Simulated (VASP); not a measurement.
A run of VASP 6.6.1 is set up as follows.

The input INCAR:

```
PREC = Accurate
ENCUT = 520
EDIFF = 1E-7
ISMEAR = 0
SIGMA = 0.1
LREAL = Auto
LASPH = T
NELM = 150
ALGO = Normal
ISIF = 2
LWAVE = F
LCHARG = F
ISPIN = 2
MAGMOM = 0 0 0 0 0 0 0 0 0 0 0 0 0 0 0 0 0 0 0 0 0 0 0 0 0 0 0 0 0 0 0 0 0 0 0 0 1
LORBIT = 11
LDIPOL = T
IDIPOL = 3
DIPOL = 0.5 0.5 0.485
GGA = CA
NBANDS = 84
KPAR = 8
```

File KPOINTS:

```
Automatic mesh
0
Gamma
  6 6 1
```

The input POSCAR:

```
Al
1.0
    5.6541540426      0.0000000000      0.0000000000
   -2.8270770213      4.8966410378      0.0000000000
    0.0000000000      0.0000000000     40.1719863132
Al
37
Direct
    0.1666666667      0.3333333333      0.2489296875
    0.1666666667      0.8333333333      0.2489296875
    0.6666666667      0.3333333333      0.2489296875
    0.6666666667      0.8333333333      0.2489296875
    0.0000000000      0.0000000000      0.3060963522
    0.0000000000      0.5000000000      0.3060963522
    0.5000000000      0.0000000000      0.3060963522
    0.5000000000      0.5000000000      0.3060963522
    0.3333333333      0.1666666667      0.3632630078
    0.3333333333      0.6666666667      0.3632630078
    0.8333333333      0.1666666667      0.3632630078
    0.8333333333      0.6666666667      0.3632630078
    0.0000000000      0.0000000000      0.4204296725
    0.0000000000      0.5000000000      0.4204296725
    0.5000000000      0.0000000000      0.4204296725
    0.5000000000      0.5000000000      0.4204296725
    0.1663706886      0.3331853443      0.4773425982
    0.1666666667      0.8333333333      0.4772109831
    0.6668146557      0.3331853443      0.4773425982
    0.6668146557      0.8336293114      0.4773425982
   -0.0000364749      0.0000364749      0.5343867693
   -0.0000364749      0.4999270502      0.5343867693
    0.5000729498      0.0000364749      0.5343867693
    0.5000000000      0.5000000000      0.5343778252
    0.3333413167      0.1666826334      0.5920610376
    0.3333413167      0.6666586833      0.5920610376
    0.8333333333      0.1666666667      0.5920142633
    0.8333173666      0.6666586833      0.5920610376
    0.0009679553     -0.0009679553      0.6488662628
    0.0009679553      0.5019359107      0.6488662628
    0.4980640893     -0.0009679553      0.6488662628
    0.5000000000      0.5000000000      0.6486121850
    0.1729292252      0.3364646126      0.7056126114
    0.1666666667      0.8333333333      0.7083565948
    0.6635353874      0.3364646126      0.7056126114
    0.6635353874      0.8270707748      0.7056126114
    0.8333333333      0.1666666667      0.7578016298
```

Potentials or basis: VASP PAW LDA potentials, release 64 (Al).

Command:

```sh
$ cat potpaw_LDA.64/Al/POTCAR > POTCAR
$ mpirun -np 8 vasp_std > vasp.out
```

**Question.** Predict the net moment.

**Answer.** 0.00 μB per cell.

**Question.** Predict the largest force.

**Answer.** 0.108 eV/Å.

Forces in eV/Å, atoms in the order of the input:
```
Al  -0.010 -0.006 -0.065
Al   0.000  0.000 -0.048
Al   0.010 -0.006 -0.065
Al   0.000  0.012 -0.065
Al  -0.017  0.010  0.089
Al   0.000 -0.019  0.089
Al   0.017  0.010  0.089
Al   0.000  0.000  0.108
Al   0.000  0.001 -0.053
Al   0.001 -0.001 -0.053
Al   0.000  0.000 -0.081
Al  -0.001 -0.001 -0.053
Al  -0.004  0.003  0.018
Al   0.000 -0.005  0.018
Al   0.004  0.003  0.018
Al   0.000  0.000  0.047
Al  -0.001  0.000  0.000
Al   0.000  0.000 -0.003
Al   0.001  0.000  0.000
Al   0.000  0.001  0.000
Al  -0.003  0.001 -0.001
Al   0.000 -0.003 -0.001
Al   0.003  0.001 -0.001
Al   0.000  0.000 -0.002
Al   0.000 -0.003  0.004
Al  -0.003  0.002  0.004
Al   0.000  0.000 -0.008
Al   0.003  0.002  0.004
Al  -0.002  0.001 -0.013
Al   0.000 -0.002 -0.013
Al   0.002  0.001 -0.013
Al   0.000  0.000 -0.010
Al  -0.003 -0.002  0.005
Al   0.000  0.000  0.015
Al   0.003 -0.002  0.005
Al   0.000  0.003  0.005
Al   0.000  0.000  0.030
```
